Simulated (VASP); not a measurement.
A run of VASP 6.6.1 is set up as follows.

Contents of INCAR:

```
PREC = Accurate
ENCUT = 520
EDIFF = 1E-7
ISMEAR = 0
SIGMA = 0.05
LREAL = Auto
LASPH = T
NELM = 80
ALGO = Normal
ISIF = 2
LWAVE = F
LCHARG = F
GGA = PS
IBRION = 2
NSW = 80
EDIFFG = -0.03
```

Contents of KPOINTS:

```
regular mesh
0
Gamma
  2 2 2
```

File POSCAR:

```
Mg9O8
1.0
    0.0000000000      4.2665000000      4.2665000000
    4.2665000000      0.0000000000      4.2665000000
    4.2665000000      4.2665000000      0.0000000000
Mg O
9 8
Direct
    0.0000000000      0.0000000000      0.0000000000
    0.0000000000      0.0000000000      0.5000000000
    0.0000000000      0.5000000000      0.0000000000
    0.0000000000      0.5000000000      0.5000000000
    0.5000000000      0.0000000000      0.0000000000
    0.5000000000      0.0000000000      0.5000000000
    0.5000000000      0.5000000000      0.0000000000
    0.5000000000      0.5000000000      0.5000000000
    0.1138153700      1.1305094300      1.1253049300
    0.2500000000      0.2500000000      0.2500000000
    0.2500000000      0.2500000000      0.7500000000
    0.2500000000      0.7500000000      0.2500000000
    0.2500000000      0.7500000000      0.7500000000
    0.7500000000      0.2500000000      0.2500000000
    0.7500000000      0.2500000000      0.7500000000
    0.7500000000      0.7500000000      0.2500000000
    0.7500000000      0.7500000000      0.7500000000
```

Potentials or basis: VASP PAW PBE potentials, release 64 (Mg, O).

Launch:

```sh
$ cat potpaw_PBE.64/Mg/POTCAR potpaw_PBE.64/O/POTCAR > POTCAR
$ mpirun -np 1 vasp_std > vasp.out
```

Task: What does it give for the band gap on the k mesh?

Result: Zero (band 33 reaches 9.95 eV, above the bottom of band 34 at 9.51 eV).

Task: What does it give for the energy gained by relaxing?

Result: 347.4 meV/atom.

Final structure:
```xyz
17
Lattice="0.0000 4.2665 4.2665 4.2665 0.0000 4.2665 4.2665 4.2665 0.0000" Properties=species:S:1:pos:R:3 pbc="T T T"
Mg    8.3462    8.3459    8.3462
Mg    6.5824    6.5818    8.3503
Mg    6.5867    8.3458    6.5867
Mg    4.2718    6.3949    6.3944
Mg    8.3607    6.5718    6.5721
Mg    6.3950    4.2715    6.3961
Mg    6.3946    6.3963    4.2716
Mg    4.2702    4.2715    4.2712
Mg    1.0775    1.0467    1.0560
O     2.1421    2.1547    2.1513
O     4.2407    4.2542    2.1589
O     4.2486    2.1545    4.2578
O     6.3472    4.3171    4.3191
O     2.1684    4.2355    4.2313
O     4.3151    6.3491    4.3094
O     4.3175    4.3098    6.3488
O     6.3568    6.3491    6.3512
```

Caveat: the k points lie up to 0.64 Å⁻¹ apart.
